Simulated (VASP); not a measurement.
# Ti4C3 (Pm-3m) in VASP: density of states with PBE

Aim: the density of states of Ti4C3 with PBE.

Everything below comes from runs of VASP 6.6.1. Logs are shortened: lines on timing, memory, paths and dates and some standing lists are left out, and cuts for length are marked.

## (1) The cell of the first run

Symmetry: Pm-3m, No. 221, cubic system. The conventional cell has a = 4.310 Å, b = 4.310 Å, c = 4.310 Å, α = 90.00°, β = 90.00°, γ = 90.00°. Within 2.9 Å of Ti (site symmetry 4/mmm) lie 4 C at 2.16 Å. Ti (site symmetry m-3m) has 6 C at 2.16 Å within 2.9 Å. C (site symmetry 4/mmm) has 6 Ti at 2.16 Å within 2.9 Å.

## (2) Density of states, PBE

Input file POSCAR:

```
Ti4C3
1.0
    4.3102352000      0.0000000000      0.0000000000
    0.0000000000      4.3102352000      0.0000000000
    0.0000000000      0.0000000000      4.3102352000
Ti C
4 3
Direct
    0.5000000000      0.0000000000      0.0000000000
    0.0000000000      0.5000000000      0.0000000000
    0.0000000000      0.0000000000      0.5000000000
    0.5000000000      0.5000000000      0.5000000000
    0.0000000000      0.5000000000      0.5000000000
    0.5000000000      0.0000000000      0.5000000000
    0.5000000000      0.5000000000      0.0000000000
```

Input file INCAR.step1:

```
SYSTEM = Ti4C3
PREC = Accurate ; ENCUT = 520
EDIFF = 1E-6 ; ISMEAR = 0
SIGMA = 0.1 ; LREAL = .FALSE.
LASPH = .TRUE. ; NELM = 80
ALGO = Normal ; ISIF = 2
LWAVE = .FALSE. ; LCHARG = .TRUE.
LMAXMIX = 4 ; GGA = PE
NBANDS = 39
```

Input file KPOINTS.step1:

```
regular mesh
0
G
  10 10 10
  0 0 0
```

Input file INCAR.step2:

```
SYSTEM = Ti4C3
PREC = Accurate ; ENCUT = 520
EDIFF = 1E-6 ; ISMEAR = -5
SIGMA = 0.1 ; LREAL = .FALSE.
LASPH = .TRUE. ; NELM = 80
ALGO = Normal ; ISIF = 2
LWAVE = .FALSE. ; LCHARG = .FALSE.
LMAXMIX = 4 ; GGA = PE
LORBIT = 11 ; NBANDS = 39
NEDOS = 1001 ; ICHARG = 11
```

Input file KPOINTS.step2:

```
regular mesh
0
G
  15 15 15
  0 0 0
```

Potentials or basis: VASP PAW PBE potentials, release 64 (Ti_sv, C).

Started as:

```
cat potpaw_PBE.64/Ti_sv/POTCAR potpaw_PBE.64/C/POTCAR > POTCAR
cp INCAR.step1 INCAR
cp KPOINTS.step1 KPOINTS
mpirun -np 1 vasp_std > vasp.out
cp INCAR.step2 INCAR
cp KPOINTS.step2 KPOINTS
mpirun -np 1 vasp_std > vasp.out
```

OUTCAR:

```text
SYSTEM = Ti4C3
   PREC = Accurate
   ENCUT = 520
   EDIFF = 1E-6
   ISMEAR = -5
   LREAL = .FALSE.
   LASPH = .TRUE.
   NELM = 80
   ISIF = 2
   GGA = PE
   LORBIT = 11
   ICHARG = 11

 ion  position               nearest neighbor table
   1  0.500  0.000  0.000-   6 2.16   7 2.16   6 2.16   7 2.16
   2  0.000  0.500  0.000-   5 2.16   7 2.16   5 2.16   7 2.16
   3  0.000  0.000  0.500-   5 2.16   6 2.16   5 2.16   6 2.16
   4  0.500  0.500  0.500-   5 2.16   6 2.16   7 2.16   7 2.16   6 2.16   5 2.16
   5  0.000  0.500  0.500-   2 2.16   3 2.16   4 2.16   2 2.16   3 2.16   4 2.16
   6  0.500  0.000  0.500-   1 2.16   3 2.16   4 2.16   1 2.16   4 2.16   3 2.16
   7  0.500  0.500  0.000-   1 2.16   2 2.16   4 2.16   4 2.16   1 2.16   2 2.16

  LATTYP: Found a simple cubic cell.
 ALAT       =     4.3102352000

  Lattice vectors:

 A1 = (   4.3102352000,   0.0000000000,   0.0000000000)
 A2 = (   0.0000000000,   4.3102352000,   0.0000000000)
 A3 = (   0.0000000000,   0.0000000000,   4.3102352000)

Analysis of symmetry for initial positions (statically):
=====================================================================
 Subroutine PRICEL returns:
 Original cell was already a primitive cell.

 Routine SETGRP: Setting up the symmetry group for a
 simple cubic supercell.

 Subroutine GETGRP returns: Found 48 space group operations
 (whereof 48 operations were pure point group operations)
 out of a pool of 48 trial point group operations.

The static configuration has the point symmetry O_h .

Analysis of symmetry for dynamics (positions and initial velocities):
=====================================================================
 Subroutine PRICEL returns:
 Original cell was already a primitive cell.

 Routine SETGRP: Setting up the symmetry group for a
 simple cubic supercell.

 Subroutine GETGRP returns: Found 48 space group operations
 (whereof 48 operations were pure point group operations)
 out of a pool of 48 trial point group operations.

The dynamic configuration has the point symmetry O_h .

 Subroutine INISYM returns: Found 48 space group operations
 (whereof 48 operations are pure point group operations),
 and found     1 'primitive' translations

----------------------------------------------------------------------------------------

                                     Primitive cell

  volume of cell :      80.0761

  direct lattice vectors                    reciprocal lattice vectors
     4.310235200  0.000000000  0.000000000     0.232005901  0.000000000  0.000000000
     0.000000000  4.310235200  0.000000000     0.000000000  0.232005901  0.000000000
     0.000000000  0.000000000  4.310235200     0.000000000  0.000000000  0.232005901

  length of vectors
     4.310235200  4.310235200  4.310235200     0.232005901  0.232005901  0.232005901

  position of ions in fractional coordinates (direct lattice)
     0.500000000  0.000000000  0.000000000
     0.000000000  0.500000000  0.000000000
     0.000000000  0.000000000  0.500000000
     0.500000000  0.500000000  0.500000000
     0.000000000  0.500000000  0.500000000
     0.500000000  0.000000000  0.500000000
     0.500000000  0.500000000  0.000000000

  ion indices of the primitive-cell ions
   primitive index   ion index
                 1           1
                 2           2
                 3           3
                 4           4
                 5           5
                 6           6
                 7           7

----------------------------------------------------------------------------------------

 KPOINTS: regular mesh

Automatic generation of k-mesh.
 Grid dimensions read from file:
 generate k-points for:   15   15   15

 Generating k-lattice:

  Cartesian coordinates                     Fractional coordinates (reciprocal lattice)
     0.015467060  0.000000000  0.000000000     0.066666667  0.000000000  0.000000000
     0.000000000  0.015467060  0.000000000     0.000000000  0.066666667  0.000000000
     0.000000000  0.000000000  0.015467060     0.000000000  0.000000000  0.066666667

  Length of vectors
     0.015467060  0.015467060  0.015467060

  Shift w.r.t. Gamma in fractional coordinates (k-lattice)
     0.000000000  0.000000000  0.000000000

 TETIRR: Found   1667 inequivalent tetrahedra from    20250

 Subroutine IBZKPT returns following result:
 ===========================================

 Found    120 irreducible k-points:

 Following reciprocal coordinates:
            Coordinates               Weight
  0.000000  0.000000  0.000000      1.000000
  0.066667  0.000000  0.000000      6.000000
  0.133333  0.000000  0.000000      6.000000
  0.200000  0.000000  0.000000      6.000000
  0.266667  0.000000  0.000000      6.000000
  0.333333  0.000000  0.000000      6.000000
[... 16 lines left out ...]
  0.266667  0.200000  0.000000     24.000000
  0.333333  0.200000  0.000000     24.000000
 [... further k-points ...]
   k-points           NKPTS =    120   k-points in BZ     NKDIM =    120   number of bands    NBANDS=     39
   number of dos      NEDOS =   1001   number of ions     NIONS =      7
   total plane-waves  NPLWV =  32768
   dimension x,y,z NGX =    32 NGY =   32 NGZ =   32
   dimension x,y,z NGXF=    64 NGYF=   64 NGZF=   64
   ions per type =               4   3
   NGX,Y,Z   is equivalent  to a cutoff of  12.34, 12.34, 12.34 a.u.
   NGXF,Y,Z  is equivalent  to a cutoff of  24.68, 24.68, 24.68 a.u.
 SYSTEM =  Ti4C3
   PREC   = accura    normal or accurate (medium, high low for compatibility)
   ISTART =      0    job   : 0-new  1-cont  2-samecut
   ICHARG =     11    charge: 1-file 2-atom 10-const
   ISPIN  =      1    spin polarized calculation?
   LNONCOLLINEAR =      F non collinear calculations
   LSORBIT =      F    spin-orbit coupling
   LASPH  =      T    aspherical Exc in radial PAW
   ENCUT  =  520.0 eV  38.22 Ry    6.18 a.u.   8.01  8.01  8.01*2*pi/ulx,y,z
   NELM   =     80;   NELMIN=  2; NELMDL=  0     # of ELM steps
   EDIFF  = 0.1E-05   stopping-criterion for ELM
   LREAL  =      F    real-space projection
   EDIFFG = 0.1E-04   stopping-criterion for IOM
   NSW    =      0    number of steps for IOM
   IBRION =     -1    ionic relax: 0-MD 1-quasi-New 2-CG
   NFREE  =      0    steps in history (QN), initial steepest desc. (CG)
   ISIF   =      2    stress and relaxation
   ISYM   =      2    0-nonsym 1-usesym 2-fastsym
   POTIM  = 0.5000    time-step for ionic-motion
   TEBEG  =    0.0;   TEEND  =   0.0 temperature during run
   PSTRESS=    0.0 pullay stress
   NELECT =      60.0000    total number of electrons
   NUPDOWN=      -1.0000    fix difference up-down
   EMIN   =  10.00;   EMAX   =-10.00  energy-range for DOS
   EFERMI =   0.00;   METHOD = LEGACY
   ISMEAR =    -5;   SIGMA  =   0.10  broadening in eV -4-tet -1-fermi 0-gaus
   EFERMI_NEDOS =   21; number of points for ismear=-14 and -15
   IALGO  =     38    algorithm
   IMIX   =      4    mixing-type and parameters
     AMIX     =   0.40;   BMIX     =  1.00
     AMIX_MAG =   1.60;   BMIX_MAG =  1.00
  volume/ion in A,a.u.               =      11.44        77.20
  Fermi-wavevector in a.u.,A,eV,Ry     =   1.486931  2.809893 30.082007  2.210965
  Thomas-Fermi vector in A             =   2.600156
   LORBIT       =     11    0 simple, 1 ext, 2 COOP (PROOUT), +10 PAW based schemes
   GGA     = PE    functional components
   LHFCALC =     F    Hartree Fock is set to
   AEXX    =    0.0000 exact exchange contribution
   IVDW    =     0    specifies the selected vdW correction
   LEPSILON=     F    determine dielectric tensor
   LRPA    =     F    only Hartree local field effects (RPA)
 non-spin polarized calculation
 Fermi weights with tetrahedron method with Bloechl corrections
  energy-cutoff  :      520.00
  volume of cell :       80.08
 maximum number of plane-waves:      2200

 number of electron      60.0000000 magnetization

 Free energy of the ion-electron system (eV)
  ---------------------------------------------------
  ext. energy  EPLUGINS =         0.00000000
  ---------------------------------------------------
  free energy    TOTEN  =       -63.91216436 eV

  energy without entropy =      -63.91216436  energy(sigma->0) =      -63.91216436

 E-fermi :   9.0858     XC(G=0): -12.2945

 val. band max:        9.1064611008   @ k =   0.0667   0.0667   0.0667
 cond. band min:       9.0531550433   @ k =   0.4000   0.0667   0.0667
 fundamental gap:     -0.0533060575
 Fermi energy:         9.0858245354

 k-point     1 :       0.0000    0.0000    0.0000
  band No.  band energies     occupation
      1     -47.7729      2.00000
      2     -47.6898      2.00000
      3     -47.6898      2.00000
      4     -47.5740      2.00000
      5     -24.2142      2.00000
      6     -24.2142      2.00000
[... 31 lines left out ...]
     38      11.5784      0.00000
     39      11.7823      0.00000

 k-point     2 :       0.0667    0.0000    0.0000
  band No.  band energies     occupation
      1     -47.7719      2.00000
      2     -47.6905      2.00000
      3     -47.6898      2.00000
      4     -47.5743      2.00000
      5     -24.2114      2.00000
      6     -24.2114      2.00000
[... 913 lines left out ...]
     38      12.0564      0.00000
     39      12.0789      0.00000

 k-point    24 :       0.3333    0.2000    0.0000
  band No.  band energies     occupation
      1     -47.7459      2.00000
      2     -47.7063      2.00000
      3     -47.6942      2.00000
      4     -47.5800      2.00000
      5     -24.1545      2.00000
      6     -24.1287      2.00000
[... 31 lines left out ...]
     38      11.9545      0.00000
     39      11.9901      0.00000

 [... further k-points ...]

------------------------ aborting loop because EDIFF is reached ----------------------------------------

  FORCE on cell =-STRESS in cart. coord.  units (eV):
  Direction    XX          YY          ZZ          XY          YZ          ZX
  --------------------------------------------------------------------------------------
  -------------------------------------------------------------------------------------
  Total        0.0617581      0.0617581      0.0617581      0.0000000      0.0000000     -0.0000000
  in kB        1.2356682      1.2356682      1.2356682      0.0000000      0.0000000     -0.0000000
  external PRESSURE =       1.2356682 kB  Pullay stress =       0.0000000 kB

 VOLUME and BASIS-vectors are now :
 -----------------------------------------------------------------------------
  energy-cutoff  :      520.00
  volume of cell :       80.08
      direct lattice vectors                 reciprocal lattice vectors
     4.310235200  0.000000000  0.000000000     0.232005901  0.000000000  0.000000000
     0.000000000  4.310235200  0.000000000     0.000000000  0.232005901  0.000000000
     0.000000000  0.000000000  4.310235200     0.000000000  0.000000000  0.232005901

 POSITION                                       TOTAL-FORCE (eV/Angst)
 -----------------------------------------------------------------------------------
      2.15512      0.00000      0.00000         0.000000      0.000000      0.000000
      0.00000      2.15512      0.00000         0.000000      0.000000      0.000000
      0.00000      0.00000      2.15512         0.000000      0.000000      0.000000
      2.15512      2.15512      2.15512         0.000000      0.000000      0.000000
      0.00000      2.15512      2.15512         0.000000      0.000000      0.000000
      2.15512      0.00000      2.15512         0.000000      0.000000      0.000000
      2.15512      2.15512      0.00000         0.000000      0.000000      0.000000
 -----------------------------------------------------------------------------------
    total drift:                                0.000000      0.000000     -0.000000

  FREE ENERGIE OF THE ION-ELECTRON SYSTEM (eV)
  ---------------------------------------------------
  free  energy   TOTEN  =       -63.9121643599 eV

  energy  without entropy=      -63.9121643599  energy(sigma->0) =      -63.91216436

 total charge

# of ion       s       p       d       tot
------------------------------------------
    1        2.200   6.213   1.905  10.318
    2        2.200   6.213   1.905  10.318
    3        2.200   6.213   1.905  10.318
    4        2.201   6.255   1.962  10.418
    5        0.897   1.505   0.000   2.403
    6        0.897   1.505   0.000   2.403
    7        0.897   1.505   0.000   2.403
--------------------------------------------------
tot         11.492  29.411   7.677  48.580
```

Wall time 3.7 min (1 thread of AMD EPYC 9R45 (Zen 5), shared host); peak memory 0.34 GiB.

What came out:

* Valence electrons inside the program's atomic spheres: Ti 10.32, 10.42; C 2.40

Levels at points of the mesh, in eV from the Fermi level:
| k point | band 26 | band 27 | band 28 | band 29 | band 30 | band 31 | band 32 | band 33 | band 34 | band 35 |
| --- | --- | --- | --- | --- | --- | --- | --- | --- | --- | --- |
| (0.00, 0.00, 0.00) | -1.78 | -0.26 | -0.26 | -0.26 | 0.53 | 0.53 | 0.53 | 0.79 | 0.79 | 0.79 |

Caveat: tetrahedron occupations give inexact forces and stress in metals.
